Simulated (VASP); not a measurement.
Write the native input for VASP 6.6.1 that does the following.

```yaml
Task: single point
Functional: PBE
Dispersion: D3(BJ)
Potentials_or_basis: VASP PAW PBE potentials, release 64 (N, C, H)
Cutoff: 520 eV
k_mesh: 1 × 1 × 1
Occupations: fermi-dirac, width 0.05 eV
Spin: no spin polarisation
Dipole_correction: no
Further_INCAR_settings: LREAL = Auto; ALGO = Normal; EDIFF = 1e-06; NBANDS = 74
```

The structure of H3CN lies in POSCAR:

```
H3CN
1.0
    8.4343270000      0.0000000000      0.0000000000
    0.0000000000      8.4343270000      0.0000000000
    0.0000000000      0.0000000000      8.4343270000
N C H
8 8 24
Direct
    0.2096788517      0.7137617500      0.8535239385
    0.1155397461      0.7468408564      0.7692255707
    0.6888516416      0.6227289978      0.2216300127
    0.8180854264      0.5864605439      0.2098329837
    0.5776750178      0.1664270309      1.0171410238
    0.6142873047      0.2042012362      1.1365459271
    0.1828954462      0.8053280362      0.3087620387
    0.2568551113      0.7075608996      0.3483858285
    0.8868164585      0.0444018829      0.6385808850
    0.7944320869      0.0054420465      0.4938746150
   -0.0284907142      0.2055528556      0.0563293313
    0.1406395555      0.2741890373      0.0398372034
    0.2941787768      0.2267993641      0.5885946798
    0.1593013882      0.3351186171      0.6421140655
    0.7277403402      0.5130462691      0.7042529890
    0.5917840273      0.5331190029      0.5757898644
    0.7898911199      0.1095523093      0.7002574124
    0.9466078325     -0.0582500536      0.7034823288
    0.9679729041      0.1420623127      0.6014350641
    0.6840261232      0.0929890435      0.5028024168
    0.8452245212      0.0603130517      0.3869425504
    0.7340716100     -0.0972217463      0.4808563861
   -0.0513852498      0.2334626106      0.1749991434
   -0.1176857383      0.2499547385     -0.0329131180
    0.0055724659      0.0712682826      0.0509465663
    0.2350394999      0.1971704441      0.0101134329
    0.1370708060      0.4057466589      0.0043749786
    0.1860847937      0.3025730447      0.1573213844
    0.2628662607      0.1039324181      0.5710117713
    0.3309333394      0.2744024508      0.4782598540
    0.3979452065      0.2116944245      0.6406438830
    0.0708651680      0.3709365312      0.5404462028
    0.1313086391      0.3264516541      0.7788410385
    0.2154173060      0.4578788563      0.6472122791
    0.7168918160      0.3881637504      0.7494611010
    0.8341625835      0.5094063818      0.6411181354
    0.7345221498      0.5858677284      0.8090034925
    0.5111136905      0.4475757224      0.6155914989
    0.5343639155      0.6462637742      0.5575311462
    0.6349528540      0.4880413102      0.4612223358
```

These files were run (other wordings do the same):

INCAR

```
ALGO     = Normal         # electronic algorithm
EDIFF    = 1E-6           # SCF threshold, eV
ENCUT    = 520            # plane-wave cutoff, eV
GGA      = PE             # functional
GGA_COMPAT= False        
ISIF     = 2              # what is computed and relaxed
ISMEAR   = -1             # smearing method
IVDW     = 12             # dispersion correction
LASPH    = True           # aspherical terms in the spheres
LCHARG   = False          # write CHGCAR
LREAL    = Auto         
LWAVE    = False          # write WAVECAR
NBANDS   = 74             # bands
NELM     = 120            # most SCF steps
PREC     = Accurate       # precision mode
SIGMA    = 0.05           # smearing width, eV
```

KPOINTS

```
k-points
0
Gamma
  1 1 1
```

Potentials or basis: VASP PAW PBE potentials, release 64 (N, C, H).

Launch:

```sh
$ cat potpaw_PBE.64/N/POTCAR potpaw_PBE.64/C/POTCAR potpaw_PBE.64/H/POTCAR > POTCAR
$ mpirun -np 1 vasp_gam > vasp.out
```

It gave:

```json
{
  "Pressure": "1.1 GPa",
  "Largest force": "5.335 eV/Å",
  "Band gap on the k mesh": "4.32 eV",
  "Dispersion energy per atom": "-0.034 eV"
}
```

Caveat: the k points lie up to 0.74 Å⁻¹ apart; the standard files for N, O and F lose accuracy on very short bonds; the atoms stand as in a frame of molecular dynamics.

Wall time 4 min on 1 thread of Intel Xeon 8259CL, on a shared host, peak memory 0.55 GiB.
